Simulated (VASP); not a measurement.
# AlN in VASP: a series of runs

The runs below take AlN through single point, with PBEsol.

All numbers are computed with VASP 6.6.1; they aren't measurements. Logs are shortened: lines on timing, memory, paths and dates and some standing lists are left out, and cuts for length are marked.

**Measured values to compare with.**

“Structural and optical properties of self-assembled AlN nanowires grown on SiO2/Si substrates by molecular beam epitaxy”, 2024, arxiv:2402.00216 quotes, for a bulk crystal of AlN at 0 K: band gap 6.0343 eV (an exciton energy, a little under the gap).

The results are compared with them further down.

## (1) The cell of the first run

Symmetry: P6_3mc, No. 186, hexagonal system. Conventional cell: a = 3.114 Å, b = 3.114 Å, c = 4.983 Å, α = 90.00°, β = 90.00°, γ = 120.00°. Within 2.5 Å of Al (site symmetry 3m) lie 4 N at 1.89 to 1.90 Å. N (site symmetry 3m) has 4 Al at 1.89 to 1.90 Å within 2.5 Å.

## (2) Single point, PBEsol

File INCAR:

```
SYSTEM = AlN
ALGO = Normal ; EDIFF = 1E-6
ENCUT = 520 ; GGA = PS
ISIF = 2 ; ISMEAR = 0
LASPH = .True. ; LCHARG = .True.
LELF = .True. ; LREAL = .False.
LVHAR = .True. ; LWAVE = .False.
NBANDS = 26 ; NELM = 100
PREC = Accurate ; SIGMA = 0.05
```

File KPOINTS:

```
k-points
0
Gamma
  8 8 8
  0 0 0
```

File POSCAR:

```
AlN
1.0
   -3.1135599857      0.0000000000      0.0000000000
    0.0000000000      5.3928440876      0.0000000000
    1.5567799928     -2.6964220438     -4.9833504711
Al N
4 4
Direct
    0.9992449415      0.3325782749      0.9984898831
    0.4992449415      0.8325782749      0.9984898831
    0.2492449415      0.9159116082      0.4984898831
    0.7492449415      0.4159116082      0.4984898831
    0.8082550585      0.1415883918      0.6165101169
    0.3082550585      0.6415883918      0.6165101169
    0.0582550585      0.7249217251      0.1165101169
    0.5582550585      0.2249217251      0.1165101169
```

Potentials or basis: VASP PAW PBE potentials, release 64 (Al, N).

Launch:

```
$ cat potpaw_PBE.64/Al/POTCAR potpaw_PBE.64/N/POTCAR > POTCAR
$ mpirun -np 1 vasp_std > vasp.out
```

OUTCAR:

```text
SYSTEM = AlN
   EDIFF = 1E-6
   ENCUT = 520
   GGA = PS
   ISIF = 2
   ISMEAR = 0
   LASPH = .True.
   LREAL = .False.
   NELM = 100
   PREC = Accurate

 ion  position               nearest neighbor table
   1  0.999  0.333  0.998-   7 1.89   8 1.89   8 1.89   5 1.90   3 3.07   4 3.07   3 3.07   4 3.07
                             4 3.07   3 3.07   2 3.11   2 3.11   2 3.11   2 3.11
   2  0.499  0.833  0.998-   8 1.89   7 1.89   7 1.89   6 1.90   4 3.07   3 3.07   3 3.07   4 3.07
                             3 3.07   4 3.07   1 3.11   1 3.11   1 3.11   1 3.11
   3  0.249  0.916  0.498-   6 1.89   5 1.89   5 1.89   7 1.90   2 3.07   1 3.07   2 3.07   1 3.07
                             1 3.07   2 3.07   4 3.11   4 3.11   4 3.11   4 3.11
   4  0.749  0.416  0.498-   5 1.89   6 1.89   6 1.89   8 1.90   1 3.07   2 3.07   1 3.07   2 3.07
                             2 3.07   1 3.07   3 3.11   3 3.11   3 3.11   3 3.11
   5  0.808  0.142  0.617-   4 1.89   3 1.89   3 1.89   1 1.90
   6  0.308  0.642  0.617-   3 1.89   4 1.89   4 1.89   2 1.90
   7  0.058  0.725  0.117-   1 1.89   2 1.89   2 1.89   3 1.90
   8  0.558  0.225  0.117-   2 1.89   1 1.89   1 1.89   4 1.90

  LATTYP: Found a body centered orthorhombic cell.
 ALAT       =     3.1135599857
 B/A-ratio  =     1.7320508076
 C/A-ratio  =     3.2010627667

  Lattice vectors:

 A1 = (  -1.5567799928,   2.6964220438,   4.9833504711)
 A2 = (   1.5567799929,  -2.6964220438,   4.9833504711)
 A3 = (   1.5567799928,   2.6964220438,  -4.9833504711)

Analysis of symmetry for initial positions (statically):
=====================================================================
 Subroutine PRICEL returns following result:

  LATTYP: Found a hexagonal cell.
 ALAT       =     3.1135599857
 C/A-ratio  =     1.6005313834

  Lattice vectors:

 A1 = (   3.1135599857,  -0.0000000000,   0.0000000000)
 A2 = (  -1.5567799929,  -2.6964220438,   0.0000000000)
 A3 = (  -0.0000000000,   0.0000000000,  -4.9833504711)

   2 primitive cells build up your supercell.

 Routine SETGRP: Setting up the symmetry group for a
 body centered orthorhombic supercell.

 Subroutine GETGRP returns: Found  4 space group operations
 (whereof  2 operations were pure point group operations)
 out of a pool of  8 trial point group operations.

The static configuration has the point symmetry C_1h.
 The point group associated with its full space group is C_2v.

Analysis of symmetry for dynamics (positions and initial velocities):
=====================================================================
[... 127 lines left out ...]
   LREAL  =      F    real-space projection
   EDIFFG = 0.1E-04   stopping-criterion for IOM
   NSW    =      0    number of steps for IOM
   IBRION =     -1    ionic relax: 0-MD 1-quasi-New 2-CG
   NFREE  =      0    steps in history (QN), initial steepest desc. (CG)
   ISIF   =      2    stress and relaxation
   ISYM   =      2    0-nonsym 1-usesym 2-fastsym
   POTIM  = 0.5000    time-step for ionic-motion
   TEBEG  =    0.0;   TEEND  =   0.0 temperature during run
   PSTRESS=    0.0 pullay stress
   NELECT =      32.0000    total number of electrons
   NUPDOWN=      -1.0000    fix difference up-down
   EMIN   =  10.00;   EMAX   =-10.00  energy-range for DOS
   EFERMI =   0.00;   METHOD = LEGACY
   ISMEAR =     0;   SIGMA  =   0.05  broadening in eV -4-tet -1-fermi 0-gaus
   EFERMI_NEDOS =   21; number of points for ismear=-14 and -15
   IALGO  =     38    algorithm
   IMIX   =      4    mixing-type and parameters
     AMIX     =   0.40;   BMIX     =  1.00
     AMIX_MAG =   1.60;   BMIX_MAG =  1.00
  volume/ion in A,a.u.               =      10.46        70.58
  Fermi-wavevector in a.u.,A,eV,Ry     =   1.188300  2.245561 19.212190  1.412056
  Thomas-Fermi vector in A             =   2.324432
   LORBIT       =      0    0 simple, 1 ext, 2 COOP (PROOUT), +10 PAW based schemes
   GGA     = PS    functional components
   LHFCALC =     F    Hartree Fock is set to
   AEXX    =    0.0000 exact exchange contribution
   IVDW    =     0    specifies the selected vdW correction
   LEPSILON=     F    determine dielectric tensor
   LRPA    =     F    only Hartree local field effects (RPA)
 non-spin polarized calculation
 Gauss-broadening in eV      SIGMA  =   0.05
  energy-cutoff  :      520.00
  volume of cell :       83.68
 maximum number of plane-waves:      2272
   NGX = 11   NGY = 21   NGZ = 21

 number of electron      32.0000000 magnetization

 Free energy of the ion-electron system (eV)
  ---------------------------------------------------
  ext. energy  EPLUGINS =         0.00000000
  ---------------------------------------------------
  free energy    TOTEN  =       -62.62481655 eV

  energy without entropy =      -62.62481655  energy(sigma->0) =      -62.62481655

 E-fermi :   6.3055     XC(G=0): -11.1001

 val. band max:        6.0519663655   @ k =   0.0000   0.0000   0.0000
 cond. band min:      10.1651415037   @ k =   0.0000   0.0000   0.0000
 fundamental gap:      4.1131751382
 Fermi energy:         6.3054912800

 k-point     1 :       0.0000    0.0000    0.0000
  band No.  band energies     occupation
      1      -9.1103      2.00000
      2      -6.9303      2.00000
      3      -6.7373      2.00000
      4      -6.7373      2.00000
      5       0.0014      2.00000
      6       0.3975      2.00000
[... 685 lines left out ...]
     25      16.9775      0.00000
     26      16.9811      0.00000

 [... further k-points ...]
[... 5 lines left out ...]
  --------------------------------------------------------------------------------------
  -------------------------------------------------------------------------------------
  Total        0.0153979      0.0141824      0.0132146      0.0000000      0.0000000      0.0000000
  in kB        0.2948320      0.2715589      0.2530274      0.0000000      0.0000000      0.0000000
  external PRESSURE =       0.2731394 kB  Pullay stress =       0.0000000 kB

 VOLUME and BASIS-vectors are now :
 -----------------------------------------------------------------------------
  energy-cutoff  :      520.00
  volume of cell :       83.68
      direct lattice vectors                 reciprocal lattice vectors
    -3.113559986  0.000000000  0.000000000    -0.321175762  0.000000000 -0.100334103
     0.000000000  5.392844088  0.000000000     0.000000000  0.185430912 -0.100334103
     1.556779993 -2.696422044 -4.983350471     0.000000000  0.000000000 -0.200668206

 POSITION                                       TOTAL-FORCE (eV/Angst)
 -----------------------------------------------------------------------------------
     -1.55678     -0.89881     -4.97583        -0.000000     -0.000044     -0.000317
      0.00000      1.79761     -4.97583        -0.000000     -0.000044     -0.000317
      0.00000      3.59523     -2.48415        -0.000000      0.000044     -0.000317
     -1.55678      0.89881     -2.48415        -0.000000      0.000044     -0.000317
     -1.55678     -0.89881     -3.07229         0.000000     -0.000037      0.000317
     -0.00000      1.79761     -3.07229         0.000000     -0.000037      0.000317
     -0.00000      3.59523     -0.58061         0.000000      0.000037      0.000317
     -1.55678      0.89881     -0.58061         0.000000      0.000037      0.000317
 -----------------------------------------------------------------------------------
    total drift:                               -0.000032      0.000006      0.000660

  FREE ENERGIE OF THE ION-ELECTRON SYSTEM (eV)
  ---------------------------------------------------
  free  energy   TOTEN  =       -62.6248165495 eV

  energy  without entropy=      -62.6248165495  energy(sigma->0) =      -62.62481655
```

Run time: 72 s. Hardware: 1 thread of Intel Xeon Platinum 8559C (Emerald Rapids), shared host; peak memory 0.3 GiB.

What came out:

| Property | Result |
| --- | --- |
| Free energy | -62.6248 eV |
| Pressure | 0.0 GPa |
| Band gap on the k mesh | 4.11 eV |

Caveat: the PAW data sets were made with another functional, which shifts forces and pressure a little.

## (3) Single point, PBEsol

File INCAR:

```
PREC = Accurate ; ENCUT = 520
EDIFF = 1E-7 ; ISMEAR = 0
SIGMA = 0.05 ; LREAL = F
LASPH = T ; NELM = 60
ALGO = Normal ; ISIF = 2
LWAVE = F ; LCHARG = F
GGA = PS ; NBANDS = 26
```

File KPOINTS:

```
regular mesh
0
Gamma
  8 8 8
```

File POSCAR:

```
AlN
1.0
   -3.1135599857      0.0000000000      0.0000000000
    0.0000000000      5.3928440876      0.0000000000
    1.5567799928     -2.6964220438     -4.9833504711
Al N
4 4
Direct
    0.9992473440      0.3277655947      0.9984946880
    0.4992473440      0.8277655947      0.9984946880
    0.2492473440      0.9207290933      0.4984946880
    0.7492473440      0.4207290933      0.4984946880
    0.8082504306      0.1311996364      0.6165008612
    0.3082504306      0.6311996364      0.6165008612
    0.0582504306      0.7353012248      0.1165008612
    0.5582504306      0.2353012248      0.1165008612
```

Potentials or basis: VASP PAW PBE potentials, release 64 (Al, N).

Launch:

```
$ cat potpaw_PBE.64/Al/POTCAR potpaw_PBE.64/N/POTCAR > POTCAR
$ mpirun -np 1 vasp_std > vasp.out
```

It took 81 s on 1 thread of Intel Xeon Platinum 8559C (Emerald Rapids), shared host; peak memory 0.29 GiB.

Results (log left out):

* Free energy: -62.4475 eV
* Pressure: 0.9 GPa
* Largest force: 1.072 eV/Å
* Band gap on the k mesh: 4.09 eV

Forces on the atoms (eV/Å):
```
Al   0.000  0.946  0.095
Al   0.000  0.946  0.095
Al   0.000 -0.946  0.095
Al   0.000 -0.946  0.095
N    0.000  1.067 -0.095
N    0.000  1.067 -0.095
N    0.000 -1.067 -0.095
N    0.000 -1.067 -0.095
```

Stress tensor (GPa, compression positive):
```
 7.16  0.00  0.00
 0.00 -4.79  0.00
 0.00  0.00  0.37
```

Levels at points of the mesh, in eV from the valence-band top:
| k point | band 13 | band 14 | band 15 | band 16 | band 17 | band 18 | band 19 | band 20 |
| --- | --- | --- | --- | --- | --- | --- | --- | --- |
| (0.00, 0.00, 0.00) | -0.68 | -0.34 | -0.14 | 0.00 | 4.09 | 5.37 | 5.37 | 6.53 |
| (0.50, 0.00, 0.00) | -1.93 | -1.93 | -0.98 | -0.98 | 6.16 | 6.16 | 7.10 | 7.10 |
| (0.00, 0.50, 0.00) | -0.78 | -0.78 | -0.65 | -0.65 | 5.99 | 5.99 | 7.29 | 7.29 |
| (0.50, 0.50, 0.00) | -1.44 | -1.32 | -1.32 | -0.65 | 5.06 | 5.06 | 5.61 | 5.88 |
| (0.00, 0.00, 0.50) | -0.74 | -0.74 | -0.40 | -0.40 | 5.23 | 5.79 | 6.33 | 6.33 |

Caveat: the PAW data sets were made with another functional, which shifts forces and pressure a little. As with any semilocal functional, this PBEsol gap is likely too small.

## (4) Single point, PBEsol (mode 4 frozen in at -0.053 Å and mode 15 at -0.042 Å (largest displacements))

File INCAR:

```
PREC = Accurate
ENCUT = 520
EDIFF = 1E-7
ISMEAR = 0
SIGMA = 0.05
LREAL = F
LASPH = T
NELM = 60
ALGO = Normal
ISIF = 2
LWAVE = F
LCHARG = F
GGA = PS
NBANDS = 26
```

File KPOINTS:

```
Automatic mesh
0
Gamma
  8 8 8
```

File POSCAR:

```
AlN
1.0
   -3.1135599857      0.0000000000      0.0000000000
    0.0000000000      5.3928440876      0.0000000000
    1.5567799928     -2.6964220438     -4.9833504711
Al N
4 4
Direct
    1.0162048236      0.3289687648      0.9984934868
    0.5162048236      0.8289687648      0.9984934868
    0.2322886632      0.9195247220      0.4984934868
    0.7322886632      0.4195247220      0.4984934868
    0.7931015627      0.1337968252      0.6165031751
    0.2931015627      0.6337968252      0.6165031751
    0.0734016124      0.7327063499      0.1165031751
    0.5734016124      0.2327063499      0.1165031751
```

Launch:

```
$ cat potpaw_PBE.64/Al/POTCAR potpaw_PBE.64/N/POTCAR > POTCAR
$ mpirun -np 1 vasp_std > vasp.out
```

Wall time 2 min (1 thread of Intel Xeon Platinum 8559C (Emerald Rapids), shared host); peak memory 0.36 GiB.

The run converged. Its results:

* Free energy: -62.4772 eV
* Pressure: 0.5 GPa
* Largest force: 0.850 eV/Å
* Band gap on the k mesh: 4.07 eV

Forces in eV/Å, atoms in the order of the input:
```
Al   0.312  0.750  0.074
Al   0.312  0.750  0.074
Al  -0.312 -0.750  0.074
Al  -0.312 -0.750  0.074
N   -0.131  0.836 -0.074
N   -0.131  0.836 -0.074
N    0.131 -0.836 -0.074
N    0.131 -0.836 -0.074
```

Stress tensor (GPa, compression positive):
```
 4.98 -0.04  0.00
-0.04 -3.84  0.00
 0.00  0.00  0.24
```

Levels at points of the mesh, in eV from the valence-band top:
```
           k point  band 13  band 14  band 15  band 16  band 17  band 18  band 19  band 20
(0.00, 0.00, 0.00)    -0.73    -0.36    -0.14     0.00     4.07     5.29     5.29     6.52
(0.50, 0.00, 0.00)    -1.99    -1.99    -0.96    -0.96     6.09     6.09     7.10     7.10
(0.00, 0.50, 0.00)    -0.78    -0.78    -0.63    -0.63     5.94     5.94     7.24     7.24
(0.50, 0.50, 0.00)    -1.47    -1.28    -1.28    -0.66     5.01     5.01     5.53     5.71
(0.50, 0.50, 0.50)    -1.51    -1.35    -1.35    -0.69     5.13     5.13     5.50     6.08
(0.00, 0.00, 0.50)    -0.71    -0.71    -0.45    -0.45     5.33     5.75     6.31     6.31
```

Caveat: the cell differs from its parent crystal (mode 4 frozen in at -0.053 Å and mode 15 at -0.042 Å (largest displacements)); the PAW data sets were made with another functional, which shifts forces and pressure a little.

## (5) Single point, PBEsol (mode 4 frozen in at -0.018 Å and mode 15 at -0.070 Å (largest displacements))

File INCAR:

```
PREC = Accurate
ENCUT = 520
EDIFF = 1E-7
ISMEAR = 0
SIGMA = 0.05
LREAL = False
LASPH = True
NELM = 100
ALGO = Normal
ISIF = 2
LWAVE = False
LCHARG = True
GGA = PS
LELF = True
LVHAR = True
NBANDS = 26
```

File KPOINTS:

```
regular mesh
0
Gamma
  8 8 8
```

File POSCAR:

```
AlN
1.0
   -3.1135599857      0.0000000000      0.0000000000
    0.0000000000      5.3928440876      0.0000000000
    1.5567799928     -2.6964220438     -4.9833504711
Al N
4 4
Direct
    1.0049006380      0.3265624247      0.9984958893
    0.5049006380      0.8265624247      0.9984958893
    0.2435952512      0.9219334646      0.4984958893
    0.7435952512      0.4219334646      0.4984958893
    0.8031992654      0.1286024475      0.6164985473
    0.3031992654      0.6286024475      0.6164985473
    0.0632992819      0.7378960998      0.1164985473
    0.5632992819      0.2378960998      0.1164985473
```

Launch:

```
$ cat potpaw_PBE.64/Al/POTCAR potpaw_PBE.64/N/POTCAR > POTCAR
$ mpirun -np 1 vasp_std > vasp.out
```

It took 2 min on 1 thread of Intel Xeon Platinum 8559C (Emerald Rapids), shared host; peak memory 0.36 GiB.

It converged, with:

- Free energy: -62.3492 eV
- Pressure: 1.4 GPa
- Largest force: 1.296 eV/Å
- Band gap on the k mesh: 4.07 eV

Forces in eV/Å, atoms in the order of the input:
```
Al   0.109  1.138  0.147
Al   0.109  1.138  0.147
Al  -0.109 -1.138  0.147
Al  -0.109 -1.138  0.147
N   -0.043  1.287 -0.147
N   -0.043  1.287 -0.147
N    0.043 -1.287 -0.147
N    0.043 -1.287 -0.147
```

Stress tensor (GPa, compression positive):
```
 9.15  0.02  0.00
 0.02 -5.57  0.00
 0.00  0.00  0.56
```

Levels at points of the mesh, in eV from the valence-band top:
| k point | band 13 | band 14 | band 15 | band 16 | band 17 | band 18 | band 19 | band 20 |
| --- | --- | --- | --- | --- | --- | --- | --- | --- |
| (0.00, 0.00, 0.00) | -0.63 | -0.38 | -0.12 | 0.00 | 4.07 | 5.42 | 5.42 | 6.52 |
| (0.50, 0.00, 0.00) | -1.91 | -1.91 | -1.01 | -1.01 | 6.18 | 6.18 | 7.08 | 7.08 |
| (0.00, 0.50, 0.00) | -0.83 | -0.83 | -0.66 | -0.66 | 6.00 | 6.00 | 7.29 | 7.29 |
| (0.50, 0.50, 0.00) | -1.42 | -1.30 | -1.30 | -0.64 | 5.01 | 5.01 | 5.64 | 5.83 |
| (0.50, 0.50, 0.50) | -1.45 | -1.30 | -1.30 | -0.64 | 5.05 | 5.05 | 5.56 | 6.01 |
| (0.00, 0.00, 0.50) | -0.79 | -0.79 | -0.37 | -0.37 | 5.12 | 5.81 | 6.30 | 6.30 |

Caveat: the cell differs from its parent crystal (mode 4 frozen in at -0.018 Å and mode 15 at -0.070 Å (largest displacements)); the PAW data sets were made with another functional, which shifts forces and pressure a little. A k mesh can miss the band edges.

## (6) How close it comes

Step 2. Measured gap of AlN: 6.0343 eV (an exciton energy, a little under the gap; 0 K; quoted in “Structural and optical properties of self-assembled AlN nanowires grown on SiO2/Si substrates by molecular beam epitaxy”, 2024, arxiv:2402.00216). This calculation gives 4.11 eV (-1.92 eV). 2 values of this kind are on record (6.034 to 6.0343 eV); this one was drawn at random. The value is that of PBEsol on a finite k mesh, which can miss the band edges, without temperature or zero-point motion. Semilocal functionals fall short of measured gaps as a rule.
